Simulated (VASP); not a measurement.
# Bi (P-1) in VASP: electric field gradients with PBEsol

Aim: the electric field gradients of Bi with PBEsol.

Everything below comes from runs of VASP 6.6.1. Logs are shortened: lines on timing, memory, paths and dates and some standing lists are left out, and cuts for length are marked.

## 1. The cell of the first run

The typed cell holds 2 atoms: a = 4.539 Å, b = 4.559 Å, c = 11.829 Å, α = 90.21°, β = 90.57°, γ = 120.43°.

## 2. Electric field gradients, PBEsol (equal xy, yz and zx shear strains of -1 %)

File INCAR:

```
ALGO     = Normal         # electronic algorithm
EDIFF    = 1E-8           # SCF threshold, eV
ENCUT    = 520            # plane-wave cutoff, eV
GGA      = PS             # functional
ISIF     = 2              # what is computed and relaxed
ISMEAR   = -1             # smearing method
LASPH    = True           # aspherical terms in the spheres
LCHARG   = False          # write CHGCAR
LEFG     = True         
LREAL    = False          # projectors in reciprocal space
LWAVE    = False          # write WAVECAR
NBANDS   = 22             # bands
NELM     = 60             # most SCF steps
PREC     = Accurate       # precision mode
SIGMA    = 0.08           # smearing width, eV
```

File KPOINTS:

```
k-points
0
Gamma
  9 9 3
```

File POSCAR:

```
Bi
1.0
    4.5390002997     -0.0226950015     -0.0226950015
   -2.2891545977      3.9422370682     -0.0083069471
   -0.0591450000     -0.0591450000     11.8290000000
Bi
2
Direct
    0.3333333333      0.6666666667      0.2500000000
    0.6666666667      0.3333333333      0.7500000000
```

Potentials or basis: VASP PAW PBE potentials, release 64 (Bi_d).

Command:

```sh
$ cat potpaw_PBE.64/Bi_d/POTCAR > POTCAR
$ mpirun -np 1 vasp_std > vasp.out
```

OUTCAR:

```text
EDIFF = 1E-8
   ENCUT = 520
   GGA = PS
   ISIF = 2
   ISMEAR = -1
   LASPH = True
   LREAL = False
   NELM = 60
   PREC = Accurate

 ion  position               nearest neighbor table
   1  0.333  0.667  0.250-
   2  0.667  0.333  0.750-

  LATTYP: Found a triclinic cell.
 ALAT       =     4.5194664305
 B/A-ratio  =     1.0043472704
 C/A-ratio  =     2.6174097990
 COS(alpha) =     0.0099745013
 COS(beta)  =     0.0136846555
 COS(gamma) =     0.4934979113

  Lattice vectors:

 A1 = (   2.2498457020,   3.9195420667,  -0.0310019486)
 A2 = (   4.5390002997,  -0.0226950015,  -0.0226950015)
 A3 = (   0.0591450000,   0.0591450000, -11.8290000000)

Analysis of symmetry for initial positions (statically):
=====================================================================
 Subroutine PRICEL returns:
 Original cell was already a primitive cell.

 Routine SETGRP: Setting up the symmetry group for a
 triclinic supercell.

 Subroutine GETGRP returns: Found  2 space group operations
 (whereof  2 operations were pure point group operations)
 out of a pool of  2 trial point group operations.

The static configuration has the point symmetry S_2 .

Analysis of symmetry for dynamics (positions and initial velocities):
=====================================================================
 Subroutine PRICEL returns:
 Original cell was already a primitive cell.

 Routine SETGRP: Setting up the symmetry group for a
 triclinic supercell.

 Subroutine GETGRP returns: Found  2 space group operations
 (whereof  2 operations were pure point group operations)
 out of a pool of  2 trial point group operations.

The dynamic configuration has the point symmetry S_2 .

 Subroutine INISYM returns: Found  2 space group operations
 (whereof  2 operations are pure point group operations),
 and found     1 'primitive' translations

----------------------------------------------------------------------------------------

                                     Primitive cell

  volume of cell :     211.0408

  direct lattice vectors                    reciprocal lattice vectors
     4.539000300 -0.022695001 -0.022695001     0.220963118  0.128311219  0.001746372
    -2.289154598  3.942237068 -0.008306947     0.001278433  0.254408127  0.001278433
    -0.059145000 -0.059145000 11.829000000     0.000424835  0.000424835  0.084542248

  length of vectors
     4.539113773  4.558676439 11.829295721     0.255522050  0.254414552  0.084544383

  position of ions in fractional coordinates (direct lattice)
     0.333333333  0.666666667  0.250000000
     0.666666667  0.333333333  0.750000000

  ion indices of the primitive-cell ions
   primitive index   ion index
                 1           1
                 2           2

----------------------------------------------------------------------------------------

 KPOINTS: k-points

Automatic generation of k-mesh.
 Grid dimensions read from file:
 generate k-points for:    9    9    3

 Generating k-lattice:

  Cartesian coordinates                     Fractional coordinates (reciprocal lattice)
     0.024551458  0.014256802  0.000194041     0.111111111  0.000000000  0.000000000
     0.000142048  0.028267570  0.000142048    -0.000000000  0.111111111 -0.000000000
     0.000141612  0.000141612  0.028180749     0.000000000 -0.000000000  0.333333333

  Length of vectors
     0.028391339  0.028268284  0.028181461

  Shift w.r.t. Gamma in fractional coordinates (k-lattice)
     0.000000000  0.000000000  0.000000000

 Subroutine IBZKPT returns following result:
 ===========================================

 Found    122 irreducible k-points:

 Following reciprocal coordinates:
            Coordinates               Weight
  0.000000  0.000000  0.000000      1.000000
  0.111111 -0.000000  0.000000      2.000000
  0.222222 -0.000000 -0.000000      2.000000
  0.333333  0.000000  0.000000      2.000000
  0.444444 -0.000000 -0.000000      2.000000
 -0.000000  0.111111 -0.000000      2.000000
[... 16 lines left out ...]
 -0.111111  0.222222 -0.000000      2.000000
 -0.000000  0.333333 -0.000000      2.000000
 [... further k-points ...]
   k-points           NKPTS =    122   k-points in BZ     NKDIM =    122   number of bands    NBANDS=     22
   number of dos      NEDOS =    301   number of ions     NIONS =      2
   total plane-waves  NPLWV = 116640
   dimension x,y,z NGX =    36 NGY =   36 NGZ =   90
   dimension x,y,z NGXF=    72 NGYF=   72 NGZF=  180
   ions per type =               2
   NGX,Y,Z   is equivalent  to a cutoff of  13.19, 13.13, 12.65 a.u.
   NGXF,Y,Z  is equivalent  to a cutoff of  26.37, 26.26, 25.30 a.u.
 SYSTEM =  unknown system
   PREC   = accura    normal or accurate (medium, high low for compatibility)
   ISTART =      0    job   : 0-new  1-cont  2-samecut
   ICHARG =      2    charge: 1-file 2-atom 10-const
   ISPIN  =      1    spin polarized calculation?
   LNONCOLLINEAR =      F non collinear calculations
   LSORBIT =      F    spin-orbit coupling
   LASPH  =      T    aspherical Exc in radial PAW
   ENCUT  =  520.0 eV  38.22 Ry    6.18 a.u.   8.44  8.48 21.99*2*pi/ulx,y,z
   NELM   =     60;   NELMIN=  2; NELMDL= -5     # of ELM steps
   EDIFF  = 0.1E-07   stopping-criterion for ELM
   LREAL  =      F    real-space projection
   EDIFFG = 0.1E-06   stopping-criterion for IOM
   NSW    =      0    number of steps for IOM
   IBRION =     -1    ionic relax: 0-MD 1-quasi-New 2-CG
   NFREE  =      0    steps in history (QN), initial steepest desc. (CG)
   ISIF   =      2    stress and relaxation
   ISYM   =      2    0-nonsym 1-usesym 2-fastsym
   POTIM  = 0.5000    time-step for ionic-motion
   TEBEG  =    0.0;   TEEND  =   0.0 temperature during run
   PSTRESS=    0.0 pullay stress
   NELECT =      30.0000    total number of electrons
   NUPDOWN=      -1.0000    fix difference up-down
   EMIN   =  10.00;   EMAX   =-10.00  energy-range for DOS
   EFERMI =   0.00;   METHOD = LEGACY
   ISMEAR =    -1;   SIGMA  =   0.08  broadening in eV -4-tet -1-fermi 0-gaus
   EFERMI_NEDOS =   21; number of points for ismear=-14 and -15
   IALGO  =     38    algorithm
   IMIX   =      4    mixing-type and parameters
     AMIX     =   0.40;   BMIX     =  1.00
     AMIX_MAG =   1.60;   BMIX_MAG =  1.00
  volume/ion in A,a.u.               =     105.52       712.09
  Fermi-wavevector in a.u.,A,eV,Ry     =   0.854397  1.614576  9.932178  0.729994
  Thomas-Fermi vector in A             =   1.970987
   LORBIT       =      0    0 simple, 1 ext, 2 COOP (PROOUT), +10 PAW based schemes
   GGA     = PS    functional components
   LHFCALC =     F    Hartree Fock is set to
   AEXX    =    0.0000 exact exchange contribution
   IVDW    =     0    specifies the selected vdW correction
   LEPSILON=     F    determine dielectric tensor
   LRPA    =     F    only Hartree local field effects (RPA)
 non-spin polarized calculation
  energy-cutoff  :      520.00
  volume of cell :      211.04
 maximum number of plane-waves:      5739
 NGX is ok and might be reduce to    36
   NGX = 17   NGY = 17   NGZ = 43

 number of electron      29.9999992 magnetization

 Free energy of the ion-electron system (eV)
  ---------------------------------------------------
  ext. energy  EPLUGINS =         0.00000000
  ---------------------------------------------------
  free energy    TOTEN  =        -3.44650247 eV

  energy without entropy =       -3.29258800  energy(sigma->0) =       -3.36954523

 E-fermi :  -1.1441     XC(G=0):  -5.4206

 val. band max:       -1.1457854998   @ k =  -0.3333   0.4444   0.3333
 cond. band min:      -1.1430614344   @ k =  -0.0000   0.3333   0.3333
 fundamental gap:      0.0027240653
 Fermi energy:        -1.1440655001

 k-point     1 :       0.0000    0.0000    0.0000
  band No.  band energies     occupation
      1     -23.9177      2.00000
      2     -23.9177      2.00000
      3     -23.9173      2.00000
      4     -23.9173      2.00000
      5     -23.9075      2.00000
      6     -23.9075      2.00000
[... 14 lines left out ...]
     21       4.5200      0.00000
     22       4.7327      0.00000

 k-point     2 :       0.1111   -0.0000    0.0000
  band No.  band energies     occupation
      1     -23.9174      2.00000
      2     -23.9174      2.00000
      3     -23.9167      2.00000
      4     -23.9167      2.00000
      5     -23.9076      2.00000
      6     -23.9076      2.00000
[... 542 lines left out ...]
 k-point    24 :      -0.0000    0.3333   -0.0000
  band No.  band energies     occupation
      1     -23.9177      2.00000
      2     -23.9177      2.00000
      3     -23.9121      2.00000
      4     -23.9121      2.00000
      5     -23.9088      2.00000
      6     -23.9087      2.00000
[... 14 lines left out ...]
     21       4.3238      0.00000
     22       4.8457      0.00000

 [... further k-points ...]

------------------------ aborting loop because EDIFF is reached ----------------------------------------

  FORCE on cell =-STRESS in cart. coord.  units (eV):
  Direction    XX          YY          ZZ          XY          YZ          ZX
  --------------------------------------------------------------------------------------
  -------------------------------------------------------------------------------------
  Total       -6.5920650     -6.5951092     -0.5077070     -0.0537589      0.0271458      0.0271905
  in kB      -50.0455724    -50.0686831     -3.8544052     -0.4081259      0.2060851      0.2064246
  external PRESSURE =     -34.6562202 kB  Pullay stress =       0.0000000 kB

 VOLUME and BASIS-vectors are now :
 -----------------------------------------------------------------------------
  energy-cutoff  :      520.00
  volume of cell :      211.04
      direct lattice vectors                 reciprocal lattice vectors
     4.539000300 -0.022695001 -0.022695001     0.220963118  0.128311219  0.001746372
    -2.289154598  3.942237068 -0.008306947     0.001278433  0.254408127  0.001278433
    -0.059145000 -0.059145000 11.829000000     0.000424835  0.000424835  0.084542248

 POSITION                                       TOTAL-FORCE (eV/Angst)
 -----------------------------------------------------------------------------------
     -0.02789      2.60581      2.94415        -0.000543     -0.000007     -0.000093
      2.21859      1.25459      8.85385         0.000543      0.000007      0.000093
 -----------------------------------------------------------------------------------
    total drift:                               -0.000000      0.000000      0.000000

  FREE ENERGIE OF THE ION-ELECTRON SYSTEM (eV)
  ---------------------------------------------------
  free  energy   TOTEN  =        -3.4465024680 eV

  energy  without entropy=       -3.2925879956  energy(sigma->0) =       -3.36954523

 Electric field gradients (V/A^2)
---------------------------------------------------------------------
 ion       V_xx      V_yy      V_zz      V_xy      V_xz      V_yz
---------------------------------------------------------------------
   1     112.798   112.790  -225.588    -5.186    -1.632    -1.632
   2     112.798   112.790  -225.588    -5.186    -1.632    -1.632
---------------------------------------------------------------------

 Electric field gradients after diagonalization (V/A^2)
 (convention: |V_zz| > |V_xx| > |V_yy|)
----------------------------------------------------------------------
 ion       V_xx      V_yy      V_zz     asymmetry (V_yy - V_xx)/ V_zz
----------------------------------------------------------------------
   1     117.981   107.624  -225.604       0.046
   2     117.981   107.624  -225.604       0.046
----------------------------------------------------------------------

           NMR quadrupolar parameters

 Cq : quadrupolar parameter    Cq=e*Q*V_zz/h
 eta: asymmetry parameters     (V_yy - V_xx)/ V_zz
 Q  : nuclear electric quadrupole moment in mb (millibarn)
----------------------------------------------------------------------
 ion       Cq(MHz)       eta       Q (mb)
----------------------------------------------------------------------
   1      -0.546       0.046       1.000
   2      -0.546       0.046       1.000
----------------------------------------------------------------------
```

Run time: 15 min. Hardware: 1 thread of Intel Xeon 8259CL, shared host; peak memory 0.63 GiB.

What came out:

| Quantity | Value |
| --- | --- |
| Free energy | -3.4465 eV |
| Pressure | -3.5 GPa |
| Band gap on the k mesh | zero (bands 15 and 16 overlap by 2.12 eV) |
| Largest electric field gradient by atom | Bi -225.6 V/Å² |

Stress tensor (GPa, compression positive):
```
-5.00 -0.04  0.02
-0.04 -5.01  0.02
 0.02  0.02 -0.39
```

Levels at points of the mesh, in eV from the Fermi level:
```
           k point  band 13  band 14  band 15  band 16  band 17  band 18
(0.00, 0.00, 0.00)    -0.83    -0.33     1.39     1.40     1.43     1.44
```

Electric field gradients, principal values (V/Å²):
| atom | least | middle | greatest (by size) |
| --- | --- | --- | --- |
| 1 Bi | 107.624 | 117.981 | -225.604 |
| 2 Bi | 107.624 | 117.981 | -225.604 |

Caveat: the cell differs from its parent crystal (equal xy, yz and zx shear strains of -1 %); the cell stands under tension; without QUAD_EFG the Cq values of the log hold for a quadrupole moment of 1 mb, not for the nuclei; the PAW data sets were made with another functional, which shifts forces and pressure a little; spin-orbit coupling is left out, which moves the levels of the heavy elements.
